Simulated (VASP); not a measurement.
# Au (I4/mmm) in VASP: further runs

Au is run at these levels: PBEsol; tasks: single point.

Program: VASP 6.6.1. These are calculated values, not measurements. Logs are shortened: lines on timing, memory, paths and dates and some standing lists are left out, and cuts for length are marked.

**1. The cell of the first run**

The structure is tetragonal, space group I4/mmm (No. 139). Conventional cell: a = 3.080 Å, b = 3.080 Å, c = 3.323 Å, α = 90.00°, β = 90.00°, γ = 90.00°. Within 3.6 Å of Au (site symmetry 4/mmm) lie 14 Au at 2.74 to 3.32 Å.

**2. Single point, PBEsol (strain -0.050 along x and y, +0.025 along z)**

Input file INCAR:

```
  ALGO = Fast
  EDIFF = 1E-7
  ENCUT = 520
  GGA = PS
  ISIF = 2
  ISMEAR = 0
  LASPH = True
  LCHARG = False
  LREAL = False
  LWAVE = False
  NBANDS = 12
  NELM = 80
  PREC = Accurate
  SIGMA = 0.15
```

Input file KPOINTS:

```
k-points
0
Gamma
  26 26 26
```

Input file POSCAR:

```
Au
1.0
   -1.5400197247      1.5400197247      1.6616002293
    1.5400197247     -1.5400197247      1.6616002293
    1.5400197247      1.5400197247     -1.6616002293
Au
1
Direct
    0.0000000000      0.0000000000      0.0000000000
```

Potentials or basis: VASP PAW PBE potentials, release 64 (Au).

Run with:

```console
$ cat potpaw_PBE.64/Au/POTCAR > POTCAR
$ mpirun -np 1 vasp_std > vasp.out
```

OUTCAR:

```text
EDIFF = 1E-7
   ENCUT = 520
   GGA = PS
   ISIF = 2
   ISMEAR = 0
   LASPH = True
   LREAL = False
   NELM = 80
   PREC = Accurate

 ion  position               nearest neighbor table
   1  0.000  0.000  0.000-

  LATTYP: Found a body centered tetragonal cell.
 ALAT       =     3.0800394494
 C/A-ratio  =     1.0789473684

  Lattice vectors:

 A1 = (  -1.5400197247,   1.5400197247,   1.6616002293)
 A2 = (   1.5400197247,  -1.5400197247,   1.6616002293)
 A3 = (   1.5400197247,   1.5400197247,  -1.6616002293)

Analysis of symmetry for initial positions (statically):
=====================================================================
 Subroutine PRICEL returns:
 Original cell was already a primitive cell.

 Routine SETGRP: Setting up the symmetry group for a
 body centered tetragonal supercell.

 Subroutine GETGRP returns: Found 16 space group operations
 (whereof 16 operations were pure point group operations)
 out of a pool of 16 trial point group operations.

The static configuration has the point symmetry D_4h.

Analysis of symmetry for dynamics (positions and initial velocities):
=====================================================================
 Subroutine PRICEL returns:
 Original cell was already a primitive cell.

 Routine SETGRP: Setting up the symmetry group for a
 body centered tetragonal supercell.

 Subroutine GETGRP returns: Found 16 space group operations
 (whereof 16 operations were pure point group operations)
 out of a pool of 16 trial point group operations.

The dynamic configuration has the point symmetry D_4h.

 Subroutine INISYM returns: Found 16 space group operations
 (whereof 16 operations are pure point group operations),
 and found     1 'primitive' translations

----------------------------------------------------------------------------------------

                                     Primitive cell

  volume of cell :      15.7630

  direct lattice vectors                    reciprocal lattice vectors
    -1.540019725  1.540019725  1.661600229     0.000000000  0.324671166  0.300914739
     1.540019725 -1.540019725  1.661600229     0.324671166  0.000000000  0.300914739
     1.540019725  1.540019725 -1.661600229     0.324671166  0.324671166  0.000000000

  length of vectors
     2.739386214  2.739386214  2.739386214     0.442674877  0.442674877  0.459154367

  position of ions in fractional coordinates (direct lattice)
     0.000000000  0.000000000  0.000000000

  ion indices of the primitive-cell ions
   primitive index   ion index
                 1           1

----------------------------------------------------------------------------------------

 KPOINTS: k-points

Automatic generation of k-mesh.
 Grid dimensions read from file:
 generate k-points for:   26   26   26

 Generating k-lattice:

  Cartesian coordinates                     Fractional coordinates (reciprocal lattice)
     0.000000000  0.012487353  0.011573644     0.038461538 -0.000000000  0.000000000
     0.012487353  0.000000000  0.011573644    -0.000000000  0.038461538  0.000000000
     0.012487353  0.012487353  0.000000000     0.000000000  0.000000000  0.038461538

  Length of vectors
     0.017025957  0.017025957  0.017659783

  Shift w.r.t. Gamma in fractional coordinates (k-lattice)
     0.000000000  0.000000000  0.000000000

 Subroutine IBZKPT returns following result:
 ===========================================

 Found   1330 irreducible k-points:

 Following reciprocal coordinates:
            Coordinates               Weight
  0.000000  0.000000  0.000000      1.000000
  0.038462 -0.000000  0.000000      8.000000
  0.076923 -0.000000  0.000000      8.000000
  0.115385  0.000000 -0.000000      8.000000
  0.153846  0.000000  0.000000      8.000000
  0.192308 -0.000000  0.000000      8.000000
[... 16 lines left out ...]
  0.346154  0.038462  0.000000     16.000000
  0.384615  0.038462  0.000000     16.000000
 [... further k-points ...]
   k-points           NKPTS =   1330   k-points in BZ     NKDIM =   1330   number of bands    NBANDS=     12
   number of dos      NEDOS =    301   number of ions     NIONS =      1
   total plane-waves  NPLWV =   8000
   dimension x,y,z NGX =    20 NGY =   20 NGZ =   20
   dimension x,y,z NGXF=    40 NGYF=   40 NGZF=   40
   ions per type =               1
   NGX,Y,Z   is equivalent  to a cutoff of  12.14, 12.14, 12.14 a.u.
   NGXF,Y,Z  is equivalent  to a cutoff of  24.27, 24.27, 24.27 a.u.
 SYSTEM =  unknown system
   PREC   = accura    normal or accurate (medium, high low for compatibility)
   ISTART =      0    job   : 0-new  1-cont  2-samecut
   ICHARG =      2    charge: 1-file 2-atom 10-const
   ISPIN  =      1    spin polarized calculation?
   LNONCOLLINEAR =      F non collinear calculations
   LSORBIT =      F    spin-orbit coupling
   LASPH  =      T    aspherical Exc in radial PAW
   ENCUT  =  520.0 eV  38.22 Ry    6.18 a.u.   5.09  5.09  5.09*2*pi/ulx,y,z
   NELM   =     80;   NELMIN=  2; NELMDL= -5     # of ELM steps
   EDIFF  = 0.1E-06   stopping-criterion for ELM
   LREAL  =      F    real-space projection
   EDIFFG = 0.1E-05   stopping-criterion for IOM
   NSW    =      0    number of steps for IOM
   IBRION =     -1    ionic relax: 0-MD 1-quasi-New 2-CG
   NFREE  =      0    steps in history (QN), initial steepest desc. (CG)
   ISIF   =      2    stress and relaxation
   ISYM   =      2    0-nonsym 1-usesym 2-fastsym
   POTIM  = 0.5000    time-step for ionic-motion
   TEBEG  =    0.0;   TEEND  =   0.0 temperature during run
   PSTRESS=    0.0 pullay stress
   NELECT =      11.0000    total number of electrons
   NUPDOWN=      -1.0000    fix difference up-down
   EMIN   =  10.00;   EMAX   =-10.00  energy-range for DOS
   EFERMI =   0.00;   METHOD = LEGACY
   ISMEAR =     0;   SIGMA  =   0.15  broadening in eV -4-tet -1-fermi 0-gaus
   EFERMI_NEDOS =   21; number of points for ismear=-14 and -15
   IALGO  =     68    algorithm
   IMIX   =      4    mixing-type and parameters
     AMIX     =   0.40;   BMIX     =  1.00
     AMIX_MAG =   1.60;   BMIX_MAG =  1.00
  volume/ion in A,a.u.               =      15.76       106.37
  Fermi-wavevector in a.u.,A,eV,Ry     =   1.452087  2.744047 28.688662  2.108557
  Thomas-Fermi vector in A             =   2.569510
   LORBIT       =      0    0 simple, 1 ext, 2 COOP (PROOUT), +10 PAW based schemes
   GGA     = PS    functional components
   LHFCALC =     F    Hartree Fock is set to
   AEXX    =    0.0000 exact exchange contribution
   IVDW    =     0    specifies the selected vdW correction
   LEPSILON=     F    determine dielectric tensor
   LRPA    =     F    only Hartree local field effects (RPA)
 non-spin polarized calculation
 RMM-DIIS sequential band-by-band and
 Gauss-broadening in eV      SIGMA  =   0.15
  energy-cutoff  :      520.00
  volume of cell :       15.76
 maximum number of plane-waves:       440
   NGX = 11   NGY = 11   NGZ = 11

 number of electron      11.0000003 magnetization

 Free energy of the ion-electron system (eV)
  ---------------------------------------------------
  ext. energy  EPLUGINS =         0.00000000
  ---------------------------------------------------
  free energy    TOTEN  =        -3.84441912 eV

  energy without entropy =       -3.84190574  energy(sigma->0) =       -3.84316243

 E-fermi :  10.6350     XC(G=0): -13.3524

 val. band max:       10.6281432568   @ k =  -0.2692   0.4231   0.1538
 cond. band min:      10.6350705750   @ k =  -0.4231   0.4615   0.0769
 fundamental gap:      0.0069273182
 Fermi energy:        10.6349698949

 k-point     1 :       0.0000    0.0000    0.0000
  band No.  band energies     occupation
      1      -0.1309      2.00000
      2       5.1809      2.00000
      3       5.1809      2.00000
      4       5.7188      2.00000
      5       7.1571      2.00000
      6       7.7883      2.00000
      7      26.2747      0.00000
      8      27.5993      0.00000
      9      27.5993      0.00000
     10      34.4817      0.00000
     11      36.0444      0.00000
     12      36.9603      0.00000

 k-point     2 :       0.0385   -0.0000    0.0000
  band No.  band energies     occupation
      1      -0.0732      2.00000
      2       5.1838      2.00000
      3       5.1952      2.00000
      4       5.7279      2.00000
      5       7.1423      2.00000
      6       7.7764      2.00000
      7      26.3239      0.00000
      8      27.5894      0.00000
      9      27.6775      0.00000
     10      33.7767      0.00000
     11      35.9349      0.00000
     12      36.8366      0.00000

 k-point     3 :       0.0769   -0.0000    0.0000
  band No.  band energies     occupation
      1       0.0979      2.00000
      2       5.1912      2.00000
      3       5.2175      2.00000
      4       5.7760      2.00000
      5       7.1005      2.00000
      6       7.7453      2.00000
      7      26.4481      0.00000
      8      27.5124      0.00000
      9      27.9093      0.00000
     10      32.7644      0.00000
     11      34.6477      0.00000
     12      36.6202      0.00000
[... 286 lines left out ...]
 k-point    23 :       0.3462    0.0385    0.0000
  band No.  band energies     occupation
      1       2.6150      2.00000
      2       4.4823      2.00000
      3       6.6318      2.00000
      4       7.1020      2.00000
      5       7.7667      2.00000
      6       8.5845      2.00000
      7      18.2126      0.00000
      8      24.1977      0.00000
      9      27.1813      0.00000
     10      32.7790      0.00000
     11      33.4966      0.00000
     12      34.9014      0.00000

 k-point    24 :       0.3846    0.0385    0.0000
  band No.  band energies     occupation
      1       2.6454      2.00000
      2       4.3977      2.00000
      3       6.9438      2.00000
      4       7.3952      2.00000
      5       8.0217      2.00000
      6       9.0434      2.00000
      7      16.7304      0.00000
      8      23.8006      0.00000
      9      26.4158      0.00000
     10      33.3565      0.00000
     11      33.4972      0.00000
     12      34.7102      0.00000

 [... further k-points ...]

------------------------ aborting loop because EDIFF is reached ----------------------------------------

  FORCE on cell =-STRESS in cart. coord.  units (eV):
  Direction    XX          YY          ZZ          XY          YZ          ZX
  --------------------------------------------------------------------------------------
  -------------------------------------------------------------------------------------
  Total        1.6256920      1.6256920      1.7051479      0.0000000      0.0000000      0.0000000
  in kB      165.2379302    165.2379302    173.3139532      0.0000000      0.0000000      0.0000000
  external PRESSURE =     167.9299379 kB  Pullay stress =       0.0000000 kB

 VOLUME and BASIS-vectors are now :
 -----------------------------------------------------------------------------
  energy-cutoff  :      520.00
  volume of cell :       15.76
      direct lattice vectors                 reciprocal lattice vectors
    -1.540019725  1.540019725  1.661600229     0.000000000  0.324671166  0.300914739
     1.540019725 -1.540019725  1.661600229     0.324671166  0.000000000  0.300914739
     1.540019725  1.540019725 -1.661600229     0.324671166  0.324671166  0.000000000

 POSITION                                       TOTAL-FORCE (eV/Angst)
 -----------------------------------------------------------------------------------
      0.00000      0.00000      0.00000        -0.000000     -0.000000     -0.000000
 -----------------------------------------------------------------------------------
    total drift:                                0.000000     -0.000000      0.000000

  FREE ENERGIE OF THE ION-ELECTRON SYSTEM (eV)
  ---------------------------------------------------
  free  energy   TOTEN  =        -3.8444191170 eV

  energy  without entropy=       -3.8419057412  energy(sigma->0) =       -3.84316243
```

Run time: 2.8 min. Hardware: 1 thread of Intel Xeon 6975P-C, shared host; peak memory 0.34 GiB.

Results:

- Free energy: -3.8444 eV
- Pressure: 16.8 GPa

Stress tensor (GPa, compression positive):
```
16.52  0.00  0.00
 0.00 16.52  0.00
 0.00  0.00 17.33
```

Caveat: the cell differs from its parent crystal (strain -0.050 along x and y, +0.025 along z); the PAW data sets were made with another functional, which shifts forces and pressure a little; spin-orbit coupling is left out, which moves the levels of the heavy elements.

**3. Single point, PBEsol (strain -0.050 along x and y, +0.050 along z)**

Input file INCAR:

```
PREC = Accurate
ENCUT = 520
EDIFF = 1E-6
ISMEAR = 0
SIGMA = 0.15
LREAL = False
LASPH = True
NELM = 100
ALGO = Fast
ISIF = 2
LWAVE = False
LCHARG = False
GGA = PS
NBANDS = 12
```

Input file KPOINTS:

```
Automatic mesh
0
Gamma
  26 26 26
```

Input file POSCAR:

```
Au
1.0
   -1.5400197247      1.5400197247      1.7021270641
    1.5400197247     -1.5400197247      1.7021270641
    1.5400197247      1.5400197247     -1.7021270641
Au
1
Direct
    0.0000000000      0.0000000000      0.0000000000
```

Potentials or basis: VASP PAW PBE potentials, release 64 (Au).

Run with:

```console
$ cat potpaw_PBE.64/Au/POTCAR > POTCAR
$ mpirun -np 1 vasp_std > vasp.out
```

OUTCAR:

```text
PREC = Accurate
   ENCUT = 520
   EDIFF = 1E-6
   ISMEAR = 0
   LREAL = False
   LASPH = True
   NELM = 100
   ISIF = 2
   GGA = PS

 ion  position               nearest neighbor table
   1  0.000  0.000  0.000-

  LATTYP: Found a body centered tetragonal cell.
 ALAT       =     3.0800394494
 C/A-ratio  =     1.1052631579

  Lattice vectors:

 A1 = (  -1.5400197247,   1.5400197247,   1.7021270641)
 A2 = (   1.5400197247,  -1.5400197247,   1.7021270641)
 A3 = (   1.5400197247,   1.5400197247,  -1.7021270641)

Analysis of symmetry for initial positions (statically):
=====================================================================
 Subroutine PRICEL returns:
 Original cell was already a primitive cell.

 Routine SETGRP: Setting up the symmetry group for a
 body centered tetragonal supercell.

 Subroutine GETGRP returns: Found 16 space group operations
 (whereof 16 operations were pure point group operations)
 out of a pool of 16 trial point group operations.

The static configuration has the point symmetry D_4h.

Analysis of symmetry for dynamics (positions and initial velocities):
=====================================================================
[... 171 lines left out ...]
      5       6.6812      2.00000
      6       7.4496      2.00000
      7      25.6519      0.00000
      8      27.3167      0.00000
      9      27.3167      0.00000
     10      33.1424      0.00000
     11      35.1805      0.00000
     12      36.3907      0.00000
[... 331 lines left out ...]
 k-point    24 :       0.3846    0.0385    0.0000
  band No.  band energies     occupation
      1       2.4405      2.00000
      2       4.2289      2.00000
      3       6.4907      2.00000
      4       7.0314      2.00000
      5       7.6532      2.00000
      6       8.6026      2.00000
      7      16.0986      0.00000
      8      23.4773      0.00000
      9      25.9509      0.00000
     10      32.4685      0.00000
     11      32.9334      0.00000
     12      34.0762      0.00000

 [... further k-points ...]

------------------------ aborting loop because EDIFF is reached ----------------------------------------

  FORCE on cell =-STRESS in cart. coord.  units (eV):
  Direction    XX          YY          ZZ          XY          YZ          ZX
  --------------------------------------------------------------------------------------
  -------------------------------------------------------------------------------------
  Total        1.0596470      1.0596470      1.1536072      0.0000000     -0.0000000      0.0000000
  in kB      105.1398308    105.1398308    114.4627094      0.0000000     -0.0000000      0.0000000
  external PRESSURE =     108.2474570 kB  Pullay stress =       0.0000000 kB

 VOLUME and BASIS-vectors are now :
 -----------------------------------------------------------------------------
  energy-cutoff  :      520.00
  volume of cell :       16.15
      direct lattice vectors                 reciprocal lattice vectors
    -1.540019725  1.540019725  1.702127064     0.000000000  0.324671166  0.293750103
     1.540019725 -1.540019725  1.702127064     0.324671166  0.000000000  0.293750103
     1.540019725  1.540019725 -1.702127064     0.324671166  0.324671166  0.000000000

 POSITION                                       TOTAL-FORCE (eV/Angst)
 -----------------------------------------------------------------------------------
      0.00000      0.00000      0.00000        -0.000000     -0.000000      0.000000
 -----------------------------------------------------------------------------------
    total drift:                                0.000000      0.000000      0.000000

  FREE ENERGIE OF THE ION-ELECTRON SYSTEM (eV)
  ---------------------------------------------------
  free  energy   TOTEN  =        -3.8790180868 eV

  energy  without entropy=       -3.8766885296  energy(sigma->0) =       -3.87785331
```

OSZICAR:

```text
N       E                     dE             d eps       ncg     rms          rms(c)
DAV:   1     0.495204187858E+02    0.49520E+02   -0.56168E+03 33064   0.822E+02
DAV:   2    -0.352316036232E+01   -0.53044E+02   -0.50082E+02 37980   0.190E+02
DAV:   3    -0.422530989762E+01   -0.70215E+00   -0.70146E+00 38016   0.210E+01
DAV:   4    -0.422755520180E+01   -0.22453E-02   -0.22452E-02 36820   0.137E+00
DAV:   5    -0.422757026714E+01   -0.15065E-04   -0.15065E-04 38320   0.105E-01    0.110E+01
RMM:   6    -0.390973782458E+01    0.31783E+00   -0.34295E-01 32036   0.489E+00    0.669E+00
RMM:   7    -0.388231841551E+01    0.27419E-01   -0.47803E-02 34506   0.201E+00    0.301E+00
RMM:   8    -0.387903634166E+01    0.32821E-02   -0.47172E-03 35867   0.614E-01    0.391E-01
RMM:   9    -0.387901650054E+01    0.19841E-04   -0.51910E-04 38178   0.193E-01    0.123E-01
RMM:  10    -0.387901747324E+01   -0.97270E-06   -0.79950E-05 37043   0.687E-02    0.816E-02
RMM:  11    -0.387901801828E+01   -0.54504E-06   -0.16922E-05 35965   0.269E-02    0.121E-02
RMM:  12    -0.387901808680E+01   -0.68522E-07   -0.20757E-06 29545   0.915E-03
   1 F= -.38790181E+01 E0= -.38778533E+01  d E =-.232956E-02
```

stdout:

```text
POSCAR found type information on POSCAR Au
 POSCAR found :  1 types and       1 ions
 scaLAPACK will be used
 -----------------------------------------------------------------------------
|                                                                             |
|                                                                             |
|     You enforced a specific xc type in the INCAR file but a different       |
|     I HOPE YOU KNOW WHAT YOU ARE DOING!                                     |
|                                                                             |
 -----------------------------------------------------------------------------

 LDA part: xc-table for (Slater+PW92), standard interpolation
 POSCAR, INCAR and KPOINTS ok, starting setup
 FFT: planning ... GRIDC
 FFT: planning ... GRID_SOFT
 FFT: planning ... GRID
 WAVECAR not read
 entering main loop
```

It took 2.3 min on 1 thread of Intel Xeon 6975P-C, shared host; peak memory 0.36 GiB.

What came out:

```
Free energy : -3.8790 eV
Pressure    : 10.8 GPa
```

Levels at points of the mesh, in eV from the Fermi level:
| k point | band 4 | band 5 | band 6 | band 7 | band 8 | band 9 |
| --- | --- | --- | --- | --- | --- | --- |
| (0.00, 0.00, 0.00) | -4.67 | -3.53 | -2.76 | 15.44 | 17.10 | 17.10 |
| (0.50, 0.00, 0.00) | -2.67 | -1.44 | -1.12 | 3.64 | 12.84 | 15.11 |
| (0.50, 0.50, 0.00) | -2.52 | -1.26 | -0.50 | 4.49 | 11.54 | 12.78 |
| (0.50, 0.50, 0.50) | -1.68 | -1.68 | 4.42 | 7.33 | 7.33 | 9.88 |

Caveat: the cell differs from its parent crystal (strain -0.050 along x and y, +0.050 along z); the PAW data sets were made with another functional, which shifts forces and pressure a little; spin-orbit coupling is left out, which moves the levels of the heavy elements.
